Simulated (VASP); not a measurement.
# VO2 in VASP: settings compared

Aim: see how the results for VO2 move with the level of theory and the settings. Levels: PBEsol, PBE. Tasks: single point.

Everything below comes from runs of VASP 6.6.1. Logs are shortened: lines on timing, memory, paths and dates and some standing lists are left out, and cuts for length are marked.

### 1 The cell of the first run

The typed cell holds 6 atoms: a = 4.582 Å, b = 2.838 Å, c = 4.585 Å, α = 90.00°, β = 89.99°, γ = 90.00°.

### 2 Single point, PBEsol, collinear spin, ferromagnetic start

The input, INCAR:

```
SYSTEM = VO2
PREC     = Accurate       ! precision mode
ENCUT    = 600            ! plane-wave cutoff, eV
EDIFF    = 1E-6           ! SCF threshold, eV
ISMEAR   = 0              ! smearing method
SIGMA    = 0.1            ! smearing width, eV
LREAL    = .False.        ! projectors in reciprocal space
LASPH    = .True.         ! aspherical terms in the spheres
NELM     = 200            ! most SCF steps
ALGO     = Normal         ! electronic algorithm
ISIF     = 2              ! what is computed and relaxed
LWAVE    = .False.        ! write WAVECAR
LCHARG   = .False.        ! write CHGCAR
ISPIN    = 2              ! spin polarisation
MAGMOM   = 0.92 0.92 0 0 0 0 ! initial moments
LORBIT   = 11             ! projections on sites
LMAXMIX  = 4              ! l up to which the mixer works
GGA      = PS             ! functional
NBANDS   = 38             ! bands
GGA_COMPAT= .False.      
KPAR     = 4
```

The input, KPOINTS:

```
regular mesh
0
Gamma
  8 12 8
  0 0 0
```

The input, POSCAR:

```
VO2
1.0
    4.5818077882      0.0000000000      0.0726099180
    0.0000000000      2.8383342581      0.0000000000
   -0.0721984834      0.0000000000      4.5843153238
V O
2 4
Direct
    0.0000000000      0.0000000000      0.0000000000
    0.5000000000      0.5000000000      0.5000000000
    0.7998225167      0.5000000000      0.1998137912
    0.2001774833      0.5000000000      0.8001862088
    0.7001915453      0.0000000000      0.6998119825
    0.2998084547      0.0000000000      0.3001880175
```

Potentials or basis: VASP PAW PBE potentials, release 64 (V_sv, O).

Run with:

```
cat potpaw_PBE.64/V_sv/POTCAR potpaw_PBE.64/O/POTCAR > POTCAR
mpirun -np 4 vasp_std > vasp.out
```

OUTCAR:

```text
SYSTEM = VO2
   PREC = Accurate
   ENCUT = 600
   EDIFF = 1E-6
   ISMEAR = 0
   LREAL = .False.
   LASPH = .True.
   NELM = 200
   ISIF = 2
   ISPIN = 2
   LORBIT = 11
   GGA = PS

 ion  position               nearest neighbor table
   1  0.000  0.000  0.000-   3 1.92   4 1.92   3 1.92   4 1.92   5 1.94   6 1.94
   2  0.500  0.500  0.500-   5 1.92   6 1.92   5 1.92   6 1.92   3 1.94   4 1.94
   3  0.800  0.500  0.200-   1 1.92   1 1.92   2 1.94
   4  0.200  0.500  0.800-   1 1.92   1 1.92   2 1.94
   5  0.700  0.000  0.700-   2 1.92   2 1.92   1 1.94
   6  0.300  0.000  0.300-   2 1.92   2 1.92   1 1.94

  LATTYP: Found a simple monoclinic cell.
 ALAT       =     4.5823830927
 B/A-ratio  =     0.6194013466
 C/A-ratio  =     1.0005457256
 COS(beta)  =    -0.0000983920

  Lattice vectors:

 A1 = (   4.5818077882,   0.0000000000,   0.0726099180)
 A2 = (   0.0000000000,  -2.8383342581,   0.0000000000)
 A3 = (   0.0721984834,   0.0000000000,  -4.5843153238)

Analysis of symmetry for initial positions (statically):
=====================================================================
 Subroutine PRICEL returns:
 Original cell was already a primitive cell.

 Routine SETGRP: Setting up the symmetry group for a
 simple monoclinic supercell.

 Subroutine GETGRP returns: Found  4 space group operations
 (whereof  4 operations were pure point group operations)
 out of a pool of  4 trial point group operations.

The static configuration has the point symmetry C_2h.

Analysis of symmetry for dynamics (positions and initial velocities):
=====================================================================
 Subroutine PRICEL returns:
 Original cell was already a primitive cell.

 Routine SETGRP: Setting up the symmetry group for a
 simple monoclinic supercell.

 Subroutine GETGRP returns: Found  4 space group operations
 (whereof  4 operations were pure point group operations)
 out of a pool of  4 trial point group operations.

The dynamic configuration has the point symmetry C_2h.

Analysis of structural, dynamic, and magnetic symmetry:
=====================================================================
 Subroutine PRICEL returns:
 Original cell was already a primitive cell.

 Routine SETGRP: Setting up the symmetry group for a
 simple monoclinic supercell.

 Subroutine GETGRP returns: Found  4 space group operations
 (whereof  4 operations were pure point group operations)
 out of a pool of  4 trial point group operations.

The overall configuration has the point symmetry C_2h.

 Subroutine INISYM returns: Found  4 space group operations
 (whereof  4 operations are pure point group operations),
 and found     1 'primitive' translations

[... 145 lines left out ...]
  ext. energy  EPLUGINS =         0.00000000
  ---------------------------------------------------
  free energy    TOTEN  =       -54.61340681 eV

  energy without entropy =      -54.59771217  energy(sigma->0) =      -54.60555949

 E-fermi :   6.0796     XC(G=0): -12.0032

 val. band max:        6.0793190411   @ k =   0.1250   0.3333   0.3750
 cond. band min:       6.0797832675   @ k =  -0.3750   0.3333   0.1250
 fundamental gap:      0.0004642265
 Fermi energy:         6.0795737039

 spin component 1

 k-point     1 :       0.0000    0.0000    0.0000
  band No.  band energies     occupation
      1     -59.7589      1.00000
      2     -59.7499      1.00000
      3     -33.7011      1.00000
      4     -33.7009      1.00000
      5     -33.6269      1.00000
      6     -33.6172      1.00000
[... 949 lines left out ...]
     36      17.3735      0.00000
     37      19.4691      0.00000

 [... further k-points ...]

 spin component 2

 k-point     1 :       0.0000    0.0000    0.0000
  band No.  band energies     occupation
      1     -58.6863      1.00000
      2     -58.6768      1.00000
      3     -32.6414      1.00000
      4     -32.6412      1.00000
      5     -32.5936      1.00000
      6     -32.5738      1.00000
[... 949 lines left out ...]
     36      17.4855      0.00000
     37      19.6215      0.00000

 [... further k-points ...]

 [bands above 37 left out]

------------------------ aborting loop because EDIFF is reached ----------------------------------------

  FORCE on cell =-STRESS in cart. coord.  units (eV):
  Direction    XX          YY          ZZ          XY          YZ          ZX
  --------------------------------------------------------------------------------------
  -------------------------------------------------------------------------------------
  Total       -2.6975197     -3.1105911     -2.7105913      0.0000000      0.0000000     -0.0073294
  in kB      -72.4756212    -83.5738182    -72.8268221      0.0000000      0.0000000     -0.1969230
  external PRESSURE =     -76.2920872 kB  Pullay stress =       0.0000000 kB

 VOLUME and BASIS-vectors are now :
 -----------------------------------------------------------------------------
  energy-cutoff  :      600.00
  volume of cell :       59.63
      direct lattice vectors                 reciprocal lattice vectors
     4.581807788  0.000000000  0.072609918     0.218200005  0.000000000  0.003436437
     0.000000000  2.838334258  0.000000000     0.000000000  0.352319321  0.000000000
    -0.072198483  0.000000000  4.584315324    -0.003456020  0.000000000  0.218080653

 POSITION                                       TOTAL-FORCE (eV/Angst)
 -----------------------------------------------------------------------------------
      0.00000      0.00000      0.00000         0.000000     -0.000000     -0.000000
      2.25480      1.41917      2.32846         0.000000     -0.000000      0.000000
      3.65021      1.41917      0.97408         0.027102      0.000000     -0.025381
      0.85940      1.41917      3.68284        -0.027102     -0.000000      0.025381
      3.15762      0.00000      3.25900        -0.027670     -0.000000     -0.026826
      1.35199      0.00000      1.39793         0.027670     -0.000000      0.026826
 -----------------------------------------------------------------------------------
    total drift:                               -0.000000      0.000000     -0.000000

  FREE ENERGIE OF THE ION-ELECTRON SYSTEM (eV)
  ---------------------------------------------------
  free  energy   TOTEN  =       -54.6134068057 eV

  energy  without entropy=      -54.5977121748  energy(sigma->0) =      -54.60555949

 total charge

# of ion       s       p       d       tot
------------------------------------------
    1        2.285   6.340   2.914  11.538
    2        2.285   6.340   2.914  11.538
    3        1.563   3.454   0.000   5.018
    4        1.563   3.454   0.000   5.018
    5        1.563   3.454   0.000   5.017
    6        1.563   3.454   0.000   5.017
--------------------------------------------------
tot         10.822  26.497   5.829  43.147

 magnetization (x)

# of ion       s       p       d       tot
------------------------------------------
    1        0.013   0.012   1.011   1.035
    2        0.013   0.012   1.011   1.035
    3       -0.002  -0.048   0.000  -0.050
    4       -0.002  -0.048   0.000  -0.050
    5       -0.002  -0.048   0.000  -0.050
    6       -0.002  -0.048   0.000  -0.050
--------------------------------------------------
tot          0.017  -0.166   2.021   1.872
```

OSZICAR:

```text
N       E                     dE             d eps       ncg     rms          rms(c)
DAV:   1     0.658556272442E+03    0.65856E+03   -0.28950E+04 36200   0.159E+03
DAV:   2    -0.182239314972E+02   -0.67678E+03   -0.63104E+03 38020   0.484E+02
DAV:   3    -0.700188501700E+02   -0.51795E+02   -0.50973E+02 40934   0.144E+02
DAV:   4    -0.707398632226E+02   -0.72101E+00   -0.71983E+00 40670   0.181E+01
DAV:   5    -0.707458007088E+02   -0.59375E-02   -0.59368E-02 40164   0.174E+00    0.484E+01
DAV:   6    -0.588674048683E+02    0.11878E+02   -0.55050E+01 42442   0.729E+01    0.244E+01
DAV:   7    -0.569221756847E+02    0.19452E+01   -0.33627E+01 36846   0.618E+01    0.227E+01
DAV:   8    -0.546680177272E+02    0.22542E+01   -0.34776E+00 38612   0.192E+01    0.474E+00
DAV:   9    -0.546045624941E+02    0.63455E-01   -0.36401E-01 42478   0.496E+00    0.184E+00
DAV:  10    -0.546212870976E+02   -0.16725E-01   -0.16405E-01 40116   0.239E+00    0.215E+00
DAV:  11    -0.546143102822E+02    0.69768E-02   -0.69465E-02 39946   0.158E+00    0.868E-01
DAV:  12    -0.546152833339E+02   -0.97305E-03   -0.86912E-03 40094   0.552E-01    0.507E-01
DAV:  13    -0.546136116165E+02    0.16717E-02   -0.29697E-03 41984   0.505E-01    0.201E-01
DAV:  14    -0.546134998904E+02    0.11173E-03   -0.39415E-04 39776   0.179E-01    0.124E-01
DAV:  15    -0.546134014979E+02    0.98392E-04   -0.28470E-04 40192   0.137E-01    0.350E-02
DAV:  16    -0.546134070461E+02   -0.55481E-05   -0.15193E-05 38868   0.300E-02    0.173E-02
DAV:  17    -0.546134068057E+02    0.24035E-06   -0.15675E-06 29408   0.934E-03
   1 F= -.54613407E+02 E0= -.54605559E+02  d E =-.156946E-01  mag=     1.9952
```

stdout:

```text
POSCAR found type information on POSCAR V O
 POSCAR found :  2 types and       6 ions
 scaLAPACK will be used
 -----------------------------------------------------------------------------
|                                                                             |
|                                                                             |
|     You enforced a specific xc type in the INCAR file but a different       |
|     I HOPE YOU KNOW WHAT YOU ARE DOING!                                     |
|                                                                             |
 -----------------------------------------------------------------------------

 LDA part: xc-table for (Slater+PW92), standard interpolation
 POSCAR, INCAR and KPOINTS ok, starting setup
 FFT: planning ... GRIDC
 FFT: planning ... GRID_SOFT
 FFT: planning ... GRID
 WAVECAR not read
 entering main loop
```

Run time: 2.8 min. Hardware: 4 MPI ranks of Intel Xeon 6975P-C (Granite Rapids), shared host; peak memory 0.88 GiB.

Results:

```yaml
Free_energy: -54.6134 eV
Pressure: -7.6 GPa
Largest_force: 0.039 eV/Å
Band_gap_on_the_k_mesh: zero (filled and empty bands overlap)
Net_moment: 1.99 μB per cell
Site_moments: V +1.03; O -0.05 μB
Valence_electrons_inside_the_program's_atomic_spheres: V 11.54; O 5.02
```

Forces on the atoms (eV/Å):
```
V    0.000  0.000  0.000
V    0.000  0.000  0.000
O    0.027  0.000 -0.025
O   -0.027  0.000  0.025
O   -0.028  0.000 -0.027
O    0.028  0.000  0.027
```

Levels at points of the mesh, in eV from the Fermi level:
Spin up:
```tsv
k point	band 24	band 25	band 26	band 27	band 28	band 29
(0.00, 0.00, 0.00)	-1.53	-1.03	-0.82	-0.33	-0.33	-0.23
(0.50, 0.00, 0.00)	-2.21	-0.33	-0.33	0.30	0.30	0.97
(0.00, 0.50, 0.00)	-3.15	0.38	0.38	0.57	0.57	1.04
(0.50, 0.50, 0.00)	-2.51	-0.86	-0.86	0.55	0.55	1.30
(0.00, 0.00, 0.50)	-2.21	-0.33	-0.33	0.30	0.30	0.97
(0.50, 0.00, 0.50)	-2.72	-1.01	-1.01	-0.31	-0.31	1.38
(0.00, 0.50, 0.50)	-2.52	-0.86	-0.86	0.55	0.55	1.30
(0.50, 0.50, 0.50)	-2.26	0.06	0.06	0.44	0.44	0.56
```
Spin down:
```csv
k point,band 21,band 22,band 23,band 24,band 25,band 26,band 27,band 28
"(0.00, 0.00, 0.00)",-2.13,-2.02,-2.02,-1.51,0.11,0.15,0.76,0.86
"(0.50, 0.00, 0.00)",-3.09,-3.09,-2.27,-2.27,0.71,0.71,1.40,1.40
"(0.00, 0.50, 0.00)",-3.92,-3.91,-3.11,-3.11,1.32,1.32,1.70,1.70
"(0.50, 0.50, 0.00)",-3.63,-3.63,-2.60,-2.60,0.24,0.24,1.68,1.68
"(0.00, 0.00, 0.50)",-3.09,-3.09,-2.27,-2.27,0.71,0.71,1.40,1.40
"(0.50, 0.00, 0.50)",-2.82,-2.82,-2.76,-2.76,0.06,0.06,0.88,0.88
"(0.00, 0.50, 0.50)",-3.63,-3.63,-2.61,-2.61,0.24,0.24,1.68,1.68
"(0.50, 0.50, 0.50)",-2.87,-2.87,-2.26,-2.26,0.99,0.99,1.39,1.39
```

Caveat: the cell stands under tension; the PAW data sets were made with another functional, which shifts forces and pressure a little; semilocal functionals often make such compounds metallic where correlation or magnetic order opens a gap, which also shifts bond lengths. With open d or f shells a metallic result of PBEsol can be an artefact of self-interaction; +U or a hybrid may open a gap.

(Part 1 of 2 ends here.)
